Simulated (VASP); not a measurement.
Set up this calculation in VASP 6.6.1, as the native input.

- Task: single point
- Functional: PBEsol
- Potentials or basis: VASP PAW PBE potentials, release 64 (Os)
- Cutoff: 520 eV
- k mesh: 20 × 20 × 20
- Occupations: gaussian, width 0.15 eV
- Spin: no spin polarisation
- Dipole correction: no
- Further INCAR settings: ALGO = Fast; EDIFF = 1e-06; NBANDS = 10

The structure of Os lies in POSCAR:

```
Os
1.0
    0.0000000000      1.9450000000      1.9158250000
    1.9450000000      0.0000000000      1.9158250000
    1.9450000000      1.9450000000      0.0000000000
Os
1
Direct
    0.0000000000      0.0000000000      0.0000000000
```

This cell differs from its parent crystal: strain +0.000 along x and y, -0.015 along z.

The input as run:

INCAR

```
SYSTEM = Os
PREC     = Accurate       ! precision mode
ENCUT    = 520            ! plane-wave cutoff, eV
EDIFF    = 1E-6           ! SCF threshold, eV
ISMEAR   = 0              ! smearing method
SIGMA    = 0.15           ! smearing width, eV
LREAL    = .FALSE.        ! projectors in reciprocal space
LASPH    = .TRUE.         ! aspherical terms in the spheres
NELM     = 100            ! most SCF steps
ALGO     = Fast           ! electronic algorithm
ISIF     = 2              ! what is computed and relaxed
LWAVE    = .FALSE.        ! write WAVECAR
LCHARG   = .TRUE.         ! write CHGCAR
GGA      = PS             ! functional
LELF     = .TRUE.         ! ELF
LVHAR    = .TRUE.       
NBANDS   = 10             ! bands
```

KPOINTS

```
Automatic mesh
0
G
  20 20 20
  0 0 0
```

Potentials or basis: VASP PAW PBE potentials, release 64 (Os).

Launch:

```sh
$ cat potpaw_PBE.64/Os/POTCAR > POTCAR
$ mpirun -np 1 vasp_std > vasp.out
```

It gave:

The pressure is -14.8 GPa and the band gap on the k mesh is zero (bands 4 and 5 overlap by 4.01 eV).

Caveat: the cell differs from its parent crystal (strain +0.000 along x and y, -0.015 along z); the cell stands under tension; the PAW data sets were made with another functional, which shifts forces and pressure a little; spin-orbit coupling is left out, which moves the levels of the heavy elements.

It took 43 s on 1 thread of Intel(R) Xeon(R) Platinum 8559C (Emerald Rapids) (shared host), peak memory 0.21 GiB.
